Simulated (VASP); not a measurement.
# PbSe (Fm-3m) in VASP: further runs

The runs below take PbSe through single point, with HSE06, PBE-based screened hybrid with 30 % exact exchange.

All numbers are computed with VASP 6.6.1; they aren't measurements. Logs are shortened: lines on timing, memory, paths and dates and some standing lists are left out, and cuts for length are marked.

## 1. The cell of the first run

It takes space group Fm-3m (No. 225, cubic). The conventional cell has a = 6.177 Å, b = 6.177 Å, c = 6.177 Å, α = 90.00°, β = 90.00°, γ = 90.00°. Pb (site symmetry m-3m) has 6 Se at 3.09 Å within 4.1 Å. Within 4.1 Å of Se (site symmetry m-3m) lie 6 Pb at 3.09 Å.

## 2. Single point, HSE06

POSCAR reads:

```
PbSe
1.0
    0.0000000000      3.0887022205      3.0887022205
    3.0887022205      0.0000000000      3.0887022205
    3.0887022205      3.0887022205      0.0000000000
Pb Se
1 1
Direct
    0.0000000000      0.0000000000      0.0000000000
    0.5000000000      0.5000000000      0.5000000000
```

INCAR.step1 reads:

```
PREC = Accurate
ENCUT = 520
EDIFF = 1E-5
ISMEAR = 0
SIGMA = 0.01
LREAL = F
LASPH = T
NELM = 80
ALGO = Normal
ISIF = 2
LWAVE = T
LCHARG = F
NBANDS = 17
GGA = PE
```

INCAR.step2 reads:

```
PREC = Accurate
ENCUT = 520
EDIFF = 1E-7
ISMEAR = 0
SIGMA = 0.01
LREAL = F
LASPH = T
NELM = 80
ALGO = Normal
ISIF = 2
LWAVE = F
LCHARG = F
GGA = PE
LHFCALC = T
HFSCREEN = 0.2079
PRECFOCK = Normal
NBANDS = 17
ISTART = 1
```

KPOINTS reads:

```
Automatic mesh
0
Gamma
  4 4 4
```

Potentials or basis: VASP PAW PBE potentials, release 64 (Pb_d, Se).

Command:

```
$ cat potpaw_PBE.64/Pb_d/POTCAR potpaw_PBE.64/Se/POTCAR > POTCAR
$ cp INCAR.step1 INCAR
$ mpirun -np 1 vasp_std > vasp.out
$ cp INCAR.step2 INCAR
$ mpirun -np 1 vasp_std > vasp.out
```

OUTCAR:

```text
PREC = Accurate
   ENCUT = 520
   EDIFF = 1E-7
   ISMEAR = 0
   LREAL = F
   LASPH = T
   NELM = 80
   ISIF = 2
   GGA = PE
   LHFCALC = T
   HFSCREEN = 0.2079
   PRECFOCK = Normal
   ISTART = 1

 ion  position               nearest neighbor table
   1  0.000  0.000  0.000-   2 3.09   2 3.09   2 3.09   2 3.09   2 3.09   2 3.09
   2  0.500  0.500  0.500-   1 3.09   1 3.09   1 3.09   1 3.09   1 3.09   1 3.09

  LATTYP: Found a face centered cubic cell.
 ALAT       =     6.1774044410

  Lattice vectors:

 A1 = (   0.0000000000,   3.0887022205,   3.0887022205)
 A2 = (   3.0887022205,   0.0000000000,   3.0887022205)
 A3 = (   3.0887022205,   3.0887022205,   0.0000000000)

Analysis of symmetry for initial positions (statically):
=====================================================================
 Subroutine PRICEL returns:
 Original cell was already a primitive cell.

 Routine SETGRP: Setting up the symmetry group for a
 face centered cubic supercell.

 Subroutine GETGRP returns: Found 48 space group operations
 (whereof 48 operations were pure point group operations)
 out of a pool of 48 trial point group operations.

The static configuration has the point symmetry O_h .

Analysis of symmetry for dynamics (positions and initial velocities):
=====================================================================
 Subroutine PRICEL returns:
 Original cell was already a primitive cell.

 Routine SETGRP: Setting up the symmetry group for a
 face centered cubic supercell.

 Subroutine GETGRP returns: Found 48 space group operations
 (whereof 48 operations were pure point group operations)
 out of a pool of 48 trial point group operations.

The dynamic configuration has the point symmetry O_h .

 Subroutine INISYM returns: Found 48 space group operations
 (whereof 48 operations are pure point group operations),
 and found     1 'primitive' translations

----------------------------------------------------------------------------------------

                                     Primitive cell

  volume of cell :      58.9329

  direct lattice vectors                    reciprocal lattice vectors
     0.000000000  3.088702221  3.088702221    -0.161880286  0.161880286  0.161880286
     3.088702221  0.000000000  3.088702221     0.161880286 -0.161880286  0.161880286
     3.088702221  3.088702221  0.000000000     0.161880286  0.161880286 -0.161880286

  length of vectors
     4.368084570  4.368084570  4.368084570     0.280384881  0.280384881  0.280384881

  position of ions in fractional coordinates (direct lattice)
     0.000000000  0.000000000  0.000000000
     0.500000000  0.500000000  0.500000000

  ion indices of the primitive-cell ions
   primitive index   ion index
                 1           1
                 2           2

----------------------------------------------------------------------------------------

 KPOINTS: Automatic mesh

Automatic generation of k-mesh.
 Grid dimensions read from file:
 generate k-points for:    4    4    4

 Generating k-lattice:

  Cartesian coordinates                     Fractional coordinates (reciprocal lattice)
    -0.040470072  0.040470072  0.040470072     0.250000000  0.000000000  0.000000000
     0.040470072 -0.040470072  0.040470072     0.000000000  0.250000000  0.000000000
     0.040470072  0.040470072 -0.040470072     0.000000000  0.000000000  0.250000000

  Length of vectors
     0.070096220  0.070096220  0.070096220

  Shift w.r.t. Gamma in fractional coordinates (k-lattice)
     0.000000000  0.000000000  0.000000000

 Subroutine IBZKPT returns following result:
 ===========================================

 Found      8 irreducible k-points:

 Following reciprocal coordinates:
            Coordinates               Weight
  0.000000  0.000000  0.000000      1.000000
  0.250000  0.000000  0.000000      8.000000
  0.500000  0.000000  0.000000      4.000000
  0.250000  0.250000  0.000000      6.000000
  0.500000  0.250000  0.000000     24.000000
 -0.250000  0.250000  0.000000     12.000000
  0.500000  0.500000  0.000000      3.000000
 -0.250000  0.500000  0.250000      6.000000
   k-points           NKPTS =      8   k-points in BZ     NKDIM =     64   number of bands    NBANDS=     17
   number of dos      NEDOS =    301   number of ions     NIONS =      2
   total plane-waves  NPLWV =  32768
   dimension x,y,z NGX =    32 NGY =   32 NGZ =   32
   dimension x,y,z NGXF=    64 NGYF=   64 NGZF=   64
   ions per type =               1   1
   NGX,Y,Z   is equivalent  to a cutoff of  12.18, 12.18, 12.18 a.u.
   NGXF,Y,Z  is equivalent  to a cutoff of  24.36, 24.36, 24.36 a.u.
 SYSTEM =  unknown system
   PREC   = accura    normal or accurate (medium, high low for compatibility)
   ISTART =      1    job   : 0-new  1-cont  2-samecut
   ICHARG =      0    charge: 1-file 2-atom 10-const
   ISPIN  =      1    spin polarized calculation?
   LNONCOLLINEAR =      F non collinear calculations
   LSORBIT =      F    spin-orbit coupling
   LASPH  =      T    aspherical Exc in radial PAW
   ENCUT  =  520.0 eV  38.22 Ry    6.18 a.u.   8.12  8.12  8.12*2*pi/ulx,y,z
   NELM   =     80;   NELMIN=  2; NELMDL=  0     # of ELM steps
   EDIFF  = 0.1E-06   stopping-criterion for ELM
   LREAL  =      F    real-space projection
   EDIFFG = 0.1E-05   stopping-criterion for IOM
   NSW    =      0    number of steps for IOM
   IBRION =     -1    ionic relax: 0-MD 1-quasi-New 2-CG
   NFREE  =      0    steps in history (QN), initial steepest desc. (CG)
   ISIF   =      2    stress and relaxation
   ISYM   =      3    0-nonsym 1-usesym 2-fastsym
   POTIM  = 0.5000    time-step for ionic-motion
   TEBEG  =    0.0;   TEEND  =   0.0 temperature during run
   PSTRESS=    0.0 pullay stress
   NELECT =      20.0000    total number of electrons
   NUPDOWN=      -1.0000    fix difference up-down
   EMIN   =  10.00;   EMAX   =-10.00  energy-range for DOS
   EFERMI =   0.00;   METHOD = LEGACY
   ISMEAR =     0;   SIGMA  =   0.01  broadening in eV -4-tet -1-fermi 0-gaus
   EFERMI_NEDOS =   21; number of points for ismear=-14 and -15
   IALGO  =     38    algorithm
   IMIX   =      1    mixing-type and parameters
     AMIX     =   0.40;   BMIX     =  1.00
     AMIX_MAG =   1.60;   BMIX_MAG =  1.00
  volume/ion in A,a.u.               =      29.47       198.85
  Fermi-wavevector in a.u.,A,eV,Ry     =   1.141911  2.157898 17.741452  1.303960
  Thomas-Fermi vector in A             =   2.278610
   LORBIT       =      0    0 simple, 1 ext, 2 COOP (PROOUT), +10 PAW based schemes
   GGA     = PE    functional components
   LHFCALC =     T    Hartree Fock is set to
   PRECFOCK=normal    Normal, Fast or Accurate (Low or Medium for compatibility)
   ENCUT4O =  -1.0   cutoff for four orbital integrals eV
   NKREDX  =     1    reduce k-point grid by
   NKREDY  =     1    reduce k-point grid by
   NKREDZ  =     1    reduce k-point grid by
   AEXX    =    0.2500 exact exchange contribution
   HFSCREEN=    0.2079 screening length (either q_TF or 0.3 A-1)
   HFSCREENC=   0.2079 screening length for correlation (either q_TF or 0.3 A-1)
   ENCUTFOCK=  -1.0 apply spherical cutoff to Coloumb kernel
   IVDW    =     0    specifies the selected vdW correction
   LEPSILON=     F    determine dielectric tensor
   LRPA    =     F    only Hartree local field effects (RPA)
 non-spin polarized calculation
 Gauss-broadening in eV      SIGMA  =   0.01
  energy-cutoff  :      520.00
  volume of cell :       58.93
 maximum number of plane-waves:      1604
  NGX = 28; NGY = 28; NGZ = 28

 number of electron      19.9999993 magnetization

 Free energy of the ion-electron system (eV)
  ---------------------------------------------------
  ext. energy  EPLUGINS =         0.00000000
  ---------------------------------------------------
  free energy    TOTEN  =        -9.72713037 eV

  energy without entropy =       -9.72713037  energy(sigma->0) =       -9.72713037

 E-fermi :   4.5155     XC(G=0):  -7.8321

 val. band max:        4.4154525934   @ k =   0.5000   0.0000   0.0000
 cond. band min:       5.2255342986   @ k =   0.5000   0.0000   0.0000
 fundamental gap:      0.8100817052
 Fermi energy:         4.5155154649

 k-point     1 :       0.0000    0.0000    0.0000
  band No.  band energies     occupation
      1     -14.1456      2.00000
      2     -14.1456      2.00000
      3     -14.1413      2.00000
      4     -14.1413      2.00000
      5     -14.1413      2.00000
      6     -10.3446      2.00000
[... 9 lines left out ...]
     16      11.6579      0.00000
     17      13.3879      0.00000

 k-point     2 :       0.2500    0.0000    0.0000
  band No.  band energies     occupation
      1     -14.1577      2.00000
      2     -14.1577      2.00000
      3     -14.1399      2.00000
      4     -14.1274      2.00000
      5     -14.1274      2.00000
      6      -9.8801      2.00000
[... 9 lines left out ...]
     16      12.9230      0.00000
     17      16.4026      0.00000

 k-point     3 :       0.5000    0.0000    0.0000
  band No.  band energies     occupation
      1     -14.1703      2.00000
      2     -14.1703      2.00000
      3     -14.1390      2.00000
      4     -14.1128      2.00000
      5     -14.1128      2.00000
      6      -9.2371      2.00000
[... 9 lines left out ...]
     16      15.5001      0.00000
     17      15.5001      0.00000

 k-point     4 :       0.2500    0.2500    0.0000
  band No.  band energies     occupation
      1     -14.1919      2.00000
      2     -14.1493      2.00000
      3     -14.1371      2.00000
      4     -14.1221      2.00000
      5     -14.1221      2.00000
      6      -9.7107      2.00000
[... 9 lines left out ...]
     16      14.8560      0.00000
     17      14.8563      0.00000

 k-point     5 :       0.5000    0.2500    0.0000
  band No.  band energies     occupation
      1     -14.2155      2.00000
      2     -14.1483      2.00000
      3     -14.1422      2.00000
      4     -14.1162      2.00000
      5     -14.1086      2.00000
      6      -9.0628      2.00000
[... 9 lines left out ...]
     16      16.0542      0.00000
     17      16.6508      0.00000

 k-point     6 :      -0.2500    0.2500    0.0000
  band No.  band energies     occupation
      1     -14.1822      2.00000
      2     -14.1621      2.00000
      3     -14.1319      2.00000
      4     -14.1225      2.00000
      5     -14.1205      2.00000
      6      -9.2864      2.00000
[... 9 lines left out ...]
     16      14.7356      0.00000
     17      15.6279      0.00000

 k-point     7 :       0.5000    0.5000    0.0000
  band No.  band energies     occupation
      1     -14.2648      2.00000
      2     -14.1573      2.00000
      3     -14.1288      2.00000
      4     -14.1017      2.00000
      5     -14.1017      2.00000
      6      -8.8626      2.00000
[... 9 lines left out ...]
     16      16.8284      0.00000
     17      18.0269      0.00000

 k-point     8 :      -0.2500    0.5000    0.2500
  band No.  band energies     occupation
      1     -14.2313      2.00000
      2     -14.1485      2.00000
      3     -14.1304      2.00000
      4     -14.1304      2.00000
      5     -14.1017      2.00000
      6      -8.8319      2.00000
[... 9 lines left out ...]
     16      17.0844      0.00000
     17      17.9557      0.00000

------------------------ aborting loop because EDIFF is reached ----------------------------------------

  FORCE on cell =-STRESS in cart. coord.  units (eV):
  Direction    XX          YY          ZZ          XY          YZ          ZX
  --------------------------------------------------------------------------------------
  -------------------------------------------------------------------------------------
  Total       -0.0772455     -0.0772455     -0.0772455     -0.0000000     -0.0000000     -0.0000000
  in kB       -2.1000297     -2.1000297     -2.1000297     -0.0000000     -0.0000000     -0.0000000
  external PRESSURE =      -2.1000297 kB  Pullay stress =       0.0000000 kB

 VOLUME and BASIS-vectors are now :
 -----------------------------------------------------------------------------
  energy-cutoff  :      520.00
  volume of cell :       58.93
      direct lattice vectors                 reciprocal lattice vectors
     0.000000000  3.088702221  3.088702221    -0.161880286  0.161880286  0.161880286
     3.088702221  0.000000000  3.088702221     0.161880286 -0.161880286  0.161880286
     3.088702221  3.088702221  0.000000000     0.161880286  0.161880286 -0.161880286

 POSITION                                       TOTAL-FORCE (eV/Angst)
 -----------------------------------------------------------------------------------
      0.00000      0.00000      0.00000         0.000000      0.000000      0.000000
      3.08870      3.08870      3.08870         0.000000      0.000000      0.000000
 -----------------------------------------------------------------------------------
    total drift:                               -0.000000     -0.000000     -0.000000

  FREE ENERGIE OF THE ION-ELECTRON SYSTEM (eV)
  ---------------------------------------------------
  free  energy   TOTEN  =        -9.7271303678 eV

  energy  without entropy=       -9.7271303678  energy(sigma->0) =       -9.72713037
```

Wall time 16 min (1 thread of Intel Xeon Platinum 8259CL at 2.50GHz (Skylake/Cascade Lake), shared host); peak memory 0.3 GiB.

Results:

```
Free energy            : -9.7271 eV
Pressure               : -0.2 GPa
Band gap on the k mesh : 0.81 eV
```

Caveat: the k points lie up to 0.44 Å⁻¹ apart; the PAW data sets were made with another functional, which shifts forces and pressure a little; spin-orbit coupling is left out, which moves the levels of the heavy elements.

## 3. Single point, PBE-based screened hybrid with 30 % exact exchange

POSCAR is that of step 2.

INCAR.step1 reads:

```
  ALGO = Normal
  EDIFF = 1E-5
  ENCUT = 520
  GGA = PE
  ISIF = 2
  ISMEAR = 0
  LASPH = T
  LCHARG = F
  LREAL = F
  LWAVE = T
  NBANDS = 17
  NELM = 60
  PREC = Accurate
  SIGMA = 0.01
```

INCAR.step2 reads:

```
  AEXX = 0.3
  ALGO = Normal
  EDIFF = 1E-6
  ENCUT = 520
  GGA = PE
  HFSCREEN = 0.2078
  ISIF = 2
  ISMEAR = 0
  ISTART = 1
  LASPH = T
  LCHARG = F
  LHFCALC = T
  LREAL = F
  LWAVE = F
  NBANDS = 17
  NELM = 60
  PREC = Accurate
  PRECFOCK = Normal
  SIGMA = 0.01
```

KPOINTS reads:

```
k-points
0
Gamma
  4 4 4
```

Potentials or basis: VASP PAW PBE potentials, release 64 (Pb_d, Se).

Command:

```
$ cat potpaw_PBE.64/Pb_d/POTCAR potpaw_PBE.64/Se/POTCAR > POTCAR
$ cp INCAR.step1 INCAR
$ mpirun -np 1 vasp_std > vasp.out
$ cp INCAR.step2 INCAR
$ mpirun -np 1 vasp_std > vasp.out
```

It took 19 min on 1 thread of Intel Xeon Platinum 8259CL at 2.50GHz (Skylake/Cascade Lake), shared host; peak memory 0.3 GiB.

The run converged. Its results:

```yaml
Free_energy: -10.0510 eV
Pressure: -0.4 GPa
Band_gap_on_the_k_mesh: 0.91 eV
```

Levels at points of the mesh, in eV from the valence-band top:
```csv
k point,band 8,band 9,band 10,band 11,band 12,band 13
"(0.00, 0.00, 0.00)",-2.09,-2.09,-2.09,5.61,5.61,5.61
"(0.50, 0.00, 0.00)",-1.69,-1.69,0.00,0.91,2.36,2.36
"(0.50, 0.50, 0.00)",-5.44,-3.54,-3.54,4.40,6.55,6.55
```

Caveat: the k points lie up to 0.44 Å⁻¹ apart; the PAW data sets were made with another functional, which shifts forces and pressure a little; spin-orbit coupling is left out, which moves the levels of the heavy elements.
